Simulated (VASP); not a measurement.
# Ba2Tl5V3O12 (P1) in VASP: single point with BLYP

Aim: the single point of Ba2Tl5V3O12 with BLYP.

Program: VASP 6.6.1. These are calculated values, not measurements. Logs are shortened: lines on timing, memory, paths and dates and some standing lists are left out, and cuts for length are marked.

### 1 The cell of the first run

The typed cell holds 22 atoms: a = 6.707 Å, b = 9.332 Å, c = 10.346 Å, α = 69.27°, β = 73.32°, γ = 70.56°.

### 2 Single point, BLYP, collinear spin, ferromagnetic start

INCAR reads:

```
SYSTEM = Ba2Tl5V3O12
PREC = Accurate ; ENCUT = 600
EDIFF = 1E-6 ; ISMEAR = -1
SIGMA = 0.05 ; LREAL = .FALSE.
LASPH = .TRUE. ; NELM = 200
ALGO = Normal ; ISIF = 2
LWAVE = .FALSE. ; LCHARG = .TRUE.
ISPIN = 2 ; MAGMOM = 0 0 2 2 2 0 0 0 0 0 0 0 0 0 0 0 0 0 0 0 0 0
LORBIT = 11 ; LMAXMIX = 4
GGA = B5 ; ALDAX = 1.0
AGGAX = 1.0 ; AGGAC = 1.0
ALDAC = 0.0 ; LVHAR = .TRUE.
NBANDS = 119 ; GGA_COMPAT = .FALSE.
KPAR = 4
```

KPOINTS reads:

```
Automatic mesh
0
G
  3 3 2
  0 0 0
```

POSCAR reads:

```
Ba2Tl5V3O12
1.0
    6.7059558994      0.1113355355      0.0811938968
    2.9573730480      8.8498828138      0.1502960605
    2.8082771928      2.7615363943      9.5669516003
Ba V Tl O
2 3 5 12
Direct
    0.7958794123      0.0732540797      0.0008150777
    0.2254091983      0.9476617334      0.3392066637
    0.7666629212      0.7093970445      0.3431157779
    0.2398716288      0.2683618013      0.0363288139
    0.0360612737      0.0647365437      0.6543031074
    0.2499385082      0.3809332283      0.3508247988
    0.5891269293      0.3506409671      0.5935313460
    0.5930372044      0.8724398895      0.6532049390
    0.7134597412      0.5457235947      0.1242557348
    0.1437974480      0.6352096319      0.7611067841
    0.2859593555      0.0759120918      0.5426986343
    0.8444817142      0.5079206651      0.3456876141
    0.3856142035      0.2053844696      0.1706854639
    0.8852407798      0.0451360752      0.5532688240
    0.0984738412      0.4702424456      1.0066631022
    0.5550488017      0.7365619836      0.4829386235
    0.9072520211      0.2303728810      0.7125008995
    0.6585239097      0.8210287571      0.1909615889
    0.0633561375      0.1478688290      0.0948670746
    0.0571845306      0.9052471077      0.8058208454
    0.4259223316      0.2373782454      0.8906501225
    0.9796981082      0.7685879348      0.3465541638
```

Potentials or basis: VASP PAW PBE potentials, release 64 (Ba_sv, V_sv, Tl_d, O).

Started as:

```console
$ cat potpaw_PBE.64/Ba_sv/POTCAR potpaw_PBE.64/V_sv/POTCAR potpaw_PBE.64/Tl_d/POTCAR potpaw_PBE.64/O/POTCAR > POTCAR
$ mpirun -np 4 vasp_std > vasp.out
```

OUTCAR:

```text
SYSTEM = Ba2Tl5V3O12
   PREC = Accurate
   ENCUT = 600
   EDIFF = 1E-6
   ISMEAR = -1
   LREAL = .FALSE.
   LASPH = .TRUE.
   NELM = 200
   ISIF = 2
   ISPIN = 2
   LORBIT = 11
   GGA = B5

 ion  position               nearest neighbor table
   1  0.796  0.073  0.001-  19 2.64  18 2.72  21 2.77  17 2.82  20 2.83  13 2.95   5 3.50   4 3.54
                             7 4.43   2 4.55
   2  0.225  0.948  0.339-  22 2.68  13 2.77  16 2.81  19 2.82  14 2.84  11 2.94  18 2.94   4 3.49
                             5 3.56   3 3.57   6 4.15  10 4.31   8 4.35   1 4.55
   3  0.767  0.709  0.343-  22 1.71  16 1.74  18 1.76  12 1.77   9 3.30   2 3.57
   4  0.240  0.268  0.036-  21 1.70  19 1.74  13 1.75  15 1.76   2 3.49   1 3.54
   5  0.036  0.065  0.654-  17 1.72  14 1.74  20 1.74  11 1.75   7 3.33   1 3.50   2 3.56
   6  0.250  0.381  0.351-  12 2.59  13 2.68  11 2.81   7 3.73   9 3.74   2 4.15
   7  0.589  0.351  0.594-  17 2.50  12 2.85  21 2.88  14 2.97   5 3.33   6 3.73  10 3.74   1 4.43

   8  0.593  0.872  0.653-  11 2.52  16 2.61  14 2.70  10 3.87  10 4.00   2 4.35
   9  0.713  0.546  0.124-  15 2.50  12 2.55  18 2.77   3 3.30   6 3.74  10 4.04
  10  0.144  0.635  0.761-  15 2.45  20 2.57   7 3.74   8 3.87   8 4.00   9 4.04   2 4.31
  11  0.286  0.076  0.543-   5 1.75   8 2.52   6 2.81   2 2.94
  12  0.844  0.508  0.346-   3 1.77   9 2.55   6 2.59   7 2.85
  13  0.386  0.205  0.171-   4 1.75   6 2.68   2 2.77   1 2.95
  14  0.885  0.045  0.553-   5 1.74   8 2.70   2 2.84   7 2.97
  15  0.098  0.470  0.007-   4 1.76  10 2.45   9 2.50
  16  0.555  0.737  0.483-   3 1.74   8 2.61   2 2.81
  17  0.907  0.230  0.713-   5 1.72   7 2.50   1 2.82
  18  0.659  0.821  0.191-   3 1.76   1 2.72   9 2.77   2 2.94
  19  0.063  0.148  0.095-   4 1.74   1 2.64   2 2.82
  20  0.057  0.905  0.806-   5 1.74  10 2.57   1 2.83
  21  0.426  0.237  0.891-   4 1.70   1 2.77   7 2.88
  22  0.980  0.769  0.347-   3 1.71   2 2.68

  LATTYP: Found a triclinic cell.
 ALAT       =     9.3321524885
 B/A-ratio  =     1.2016988403
 C/A-ratio  =     0.7187378816
 COS(alpha) =     0.0121392174
 COS(beta)  =     0.3327707397
 COS(gamma) =     0.5055361124

  Lattice vectors:

 A1 = (  -2.9573730480,  -8.8498828138,  -0.1502960605)
 A2 = (  -0.1490958552,  -6.0883464195,   9.4166555398)
 A3 = (  -6.7059558994,  -0.1113355355,  -0.0811938968)

Analysis of symmetry for initial positions (statically):
=====================================================================
 Subroutine PRICEL returns:
 Original cell was already a primitive cell.

 Routine SETGRP: Setting up the symmetry group for a
 triclinic supercell.

 Subroutine GETGRP returns: Found  1 space group operations
 (whereof  1 operations were pure point group operations)
 out of a pool of  2 trial point group operations.

The static configuration has the point symmetry C_1 .

Analysis of symmetry for dynamics (positions and initial velocities):
=====================================================================
 Subroutine PRICEL returns:
 Original cell was already a primitive cell.

 Routine SETGRP: Setting up the symmetry group for a
 triclinic supercell.

 Subroutine GETGRP returns: Found  1 space group operations
 (whereof  1 operations were pure point group operations)
 out of a pool of  2 trial point group operations.

The dynamic configuration has the point symmetry C_1 .

Analysis of structural, dynamic, and magnetic symmetry:
=====================================================================
 Subroutine PRICEL returns:
 Original cell was already a primitive cell.

 Routine SETGRP: Setting up the symmetry group for a
 triclinic supercell.

 Subroutine GETGRP returns: Found  1 space group operations
 (whereof  1 operations were pure point group operations)
 out of a pool of  2 trial point group operations.

The overall configuration has the point symmetry C_1 .

 Subroutine INISYM returns: Found  1 space group operations
 (whereof  1 operations are pure point group operations),
 and found     1 'primitive' translations

----------------------------------------------------------------------------------------

                                     Primitive cell

  volume of cell :     560.5280

  direct lattice vectors                    reciprocal lattice vectors
[... 100 lines left out ...]
   NGX,Y,Z   is equivalent  to a cutoff of  13.38, 14.25, 13.50 a.u.
   NGXF,Y,Z  is equivalent  to a cutoff of  26.77, 28.50, 27.00 a.u.
 SYSTEM =  Ba2Tl5V3O12
   PREC   = accura    normal or accurate (medium, high low for compatibility)
   ISTART =      0    job   : 0-new  1-cont  2-samecut
   ICHARG =      2    charge: 1-file 2-atom 10-const
   ISPIN  =      2    spin polarized calculation?
   LNONCOLLINEAR =      F non collinear calculations
   LSORBIT =      F    spin-orbit coupling
   LASPH  =      T    aspherical Exc in radial PAW
   ENCUT  =  600.0 eV  44.10 Ry    6.64 a.u.  13.40 18.64 20.66*2*pi/ulx,y,z
   NELM   =    200;   NELMIN=  2; NELMDL= -5     # of ELM steps
   EDIFF  = 0.1E-05   stopping-criterion for ELM
   LREAL  =      F    real-space projection
   EDIFFG = 0.1E-04   stopping-criterion for IOM
   NSW    =      0    number of steps for IOM
   IBRION =     -1    ionic relax: 0-MD 1-quasi-New 2-CG
   NFREE  =      0    steps in history (QN), initial steepest desc. (CG)
   ISIF   =      2    stress and relaxation
   ISYM   =      2    0-nonsym 1-usesym 2-fastsym
   POTIM  = 0.5000    time-step for ionic-motion
   TEBEG  =    0.0;   TEEND  =   0.0 temperature during run
   PSTRESS=    0.0 pullay stress
   NELECT =     196.0000    total number of electrons
   NUPDOWN=      -1.0000    fix difference up-down
   EMIN   =  10.00;   EMAX   =-10.00  energy-range for DOS
   EFERMI =   0.00;   METHOD = LEGACY
   ISMEAR =    -1;   SIGMA  =   0.05  broadening in eV -4-tet -1-fermi 0-gaus
   EFERMI_NEDOS =   21; number of points for ismear=-14 and -15
   IALGO  =     38    algorithm
   IMIX   =      4    mixing-type and parameters
     AMIX     =   0.40;   BMIX     =  1.00
     AMIX_MAG =   1.60;   BMIX_MAG =  1.00
  volume/ion in A,a.u.               =      25.48       171.94
  Fermi-wavevector in a.u.,A,eV,Ry     =   1.153350  2.179515 18.098687  1.330216
  Thomas-Fermi vector in A             =   2.289994
   LORBIT       =     11    0 simple, 1 ext, 2 COOP (PROOUT), +10 PAW based schemes
   GGA     = B5    functional components
   LHFCALC =     F    Hartree Fock is set to
   AEXX    =    0.0000 exact exchange contribution
   IVDW    =     0    specifies the selected vdW correction
   LEPSILON=     F    determine dielectric tensor
   LRPA    =     F    only Hartree local field effects (RPA)
 spin polarized calculation
  energy-cutoff  :      600.00
  volume of cell :      560.53
 maximum number of plane-waves:     18735
 NGX is ok and might be reduce to    54
   NGX = 27   NGY = 37   NGZ = 41

 number of electron     195.9999999 magnetization      -0.0011653

 number of electron     195.9999999 magnetization       0.0004620

 Free energy of the ion-electron system (eV)
  ---------------------------------------------------
  ext. energy  EPLUGINS =         0.00000000
  ---------------------------------------------------
  free energy    TOTEN  =      -140.27321515 eV

  energy without entropy =     -140.27321515  energy(sigma->0) =     -140.27321515

 E-fermi :   1.4628     XC(G=0):  -7.4516

 val. band max:        0.3422037496   @ k =   0.0000   0.0000   0.0000
 cond. band min:       3.2549071086   @ k =   0.3333  -0.0000   0.5000
 fundamental gap:      2.9127033590
 Fermi energy:         1.4627608158

 spin component 1

 k-point     1 :       0.0000    0.0000    0.0000
  band No.  band energies     occupation
      1     -63.0293      1.00000
      2     -63.0150      1.00000
      3     -63.0039      1.00000
      4     -37.1592      1.00000
      5     -37.1318      1.00000
      6     -37.1199      1.00000
[... 1119 lines left out ...]
    109       4.6168      0.00000
    110       4.8174      0.00000
 Fermi energy:         1.4627608158

 spin component 2

 k-point     1 :       0.0000    0.0000    0.0000
  band No.  band energies     occupation
      1     -63.0293      1.00000
      2     -63.0150      1.00000
      3     -63.0040      1.00000
      4     -37.1593      1.00000
      5     -37.1318      1.00000
      6     -37.1199      1.00000
[... 1119 lines left out ...]
    109       4.6168      0.00000
    110       4.8174      0.00000
 [bands above 110 left out]

------------------------ aborting loop because EDIFF is reached ----------------------------------------

  FORCE on cell =-STRESS in cart. coord.  units (eV):
  Direction    XX          YY          ZZ          XY          YZ          ZX
  --------------------------------------------------------------------------------------
  -------------------------------------------------------------------------------------
  Total        2.1603601      2.0019911      2.1508819      0.0456133      0.0705531     -0.0500663
  in kB        6.1750348      5.7223628      6.1479429      0.1303782      0.2016644     -0.1431064
  external PRESSURE =       6.0151135 kB  Pullay stress =       0.0000000 kB

 VOLUME and BASIS-vectors are now :
 -----------------------------------------------------------------------------
  energy-cutoff  :      600.00
  volume of cell :      560.53
      direct lattice vectors                 reciprocal lattice vectors
     6.705955899  0.111335535  0.081193897     0.150307120 -0.049722709 -0.029768415
     2.957373048  8.849882814  0.150296060    -0.001500231  0.114048786 -0.032480232
     2.808277193  2.761536394  9.566951600    -0.001252075 -0.001369705  0.105289407

 POSITION                                       TOTAL-FORCE (eV/Angst)
 -----------------------------------------------------------------------------------
      5.55606      0.73915      0.08343         0.006479     -0.009124      0.011261
      5.26676      9.34852      3.40591        -0.004695     -0.015619      0.017660
      8.20272      7.31096      3.45144        -0.012375     -0.040789     -0.016860
      2.50424      2.50200      0.40737        -0.059811      0.071058      0.037436
      2.27074      2.38381      6.27234         0.045271     -0.021091     -0.011360
      3.78785      4.36786      3.43387         0.011544      0.003309      0.000254
[... 14 lines left out ...]
      6.05942      4.60775      8.59107         0.086937     -0.092717     -0.273173
      9.81603      7.86801      3.51053         0.199410      0.046655      0.008922
 -----------------------------------------------------------------------------------
    total drift:                                0.000583      0.000729      0.001912

  FREE ENERGIE OF THE ION-ELECTRON SYSTEM (eV)
  ---------------------------------------------------
  free  energy   TOTEN  =      -140.2732151527 eV

  energy  without entropy=     -140.2732151527  energy(sigma->0) =     -140.27321515

 total charge

# of ion       s       p       d       tot
------------------------------------------
    1        2.000   5.617   0.231   7.849
    2        2.000   5.622   0.232   7.854
    3        2.391   6.407   3.235  12.033
    4        2.392   6.412   3.245  12.050
    5        2.396   6.413   3.259  12.069
    6        1.279   0.144   9.673  11.095
[... 14 lines left out ...]
   21        1.573   3.397   0.000   4.970
   22        1.570   3.404   0.000   4.973
--------------------------------------------------
tot         36.357  72.087  58.577 167.021

 magnetization (x)

# of ion       s       p       d       tot
------------------------------------------
    1       -0.000  -0.000   0.000   0.000
    2       -0.000  -0.000   0.000   0.000
    3       -0.000   0.000  -0.000  -0.000
    4       -0.000   0.000  -0.000  -0.000
    5       -0.000   0.000  -0.000  -0.000
    6       -0.000   0.000  -0.000  -0.000
[... 14 lines left out ...]
   21       -0.000   0.000   0.000   0.000
   22       -0.000   0.000   0.000   0.000
--------------------------------------------------
tot         -0.000   0.000  -0.000  -0.000
```

Wall time 19 min (4 MPI ranks of Intel Xeon Platinum 8488C (Sapphire Rapids), shared host); peak memory 1.8 GiB.

Results:

| Quantity | Value |
| --- | --- |
| Free energy | -140.2732 eV |
| Pressure | 0.6 GPa |
| Largest force | 0.301 eV/Å |
| Band gap on the k mesh | 2.91 eV (least direct gap 3.03 eV) |
| Net moment | 0.00 μB per cell |
| Valence electrons inside the program's atomic spheres | Ba 7.85; V 12.03, 12.05, 12.07; Tl 11.10, 11.11 (each value once); O 4.97, 4.96, 4.98, 4.99 (each value once) |

Forces in eV/Å, atoms in the order of the input:
```
Ba   0.006 -0.009  0.011
Ba  -0.005 -0.016  0.018
V   -0.012 -0.041 -0.017
V   -0.060  0.071  0.037
V    0.045 -0.021 -0.011
Tl   0.012  0.003  0.000
Tl  -0.016  0.008 -0.004
Tl   0.007 -0.008  0.009
Tl  -0.016  0.000 -0.007
Tl  -0.001 -0.004 -0.011
O    0.185 -0.006 -0.114
O   -0.007 -0.210  0.003
O    0.165  0.033  0.148
O   -0.213 -0.047 -0.111
O   -0.047  0.193 -0.024
O   -0.098  0.063  0.214
O   -0.021  0.258  0.044
O   -0.108  0.008 -0.151
O   -0.124 -0.070  0.062
O    0.022 -0.162  0.167
O    0.087 -0.093 -0.273
O    0.199  0.047  0.009
```

Caveat: the PAW data sets were made with another functional, which shifts forces and pressure a little; spin-orbit coupling is left out, which moves the levels of the heavy elements; an odd mesh through Γ misses points on the zone boundary, where band edges can lie.
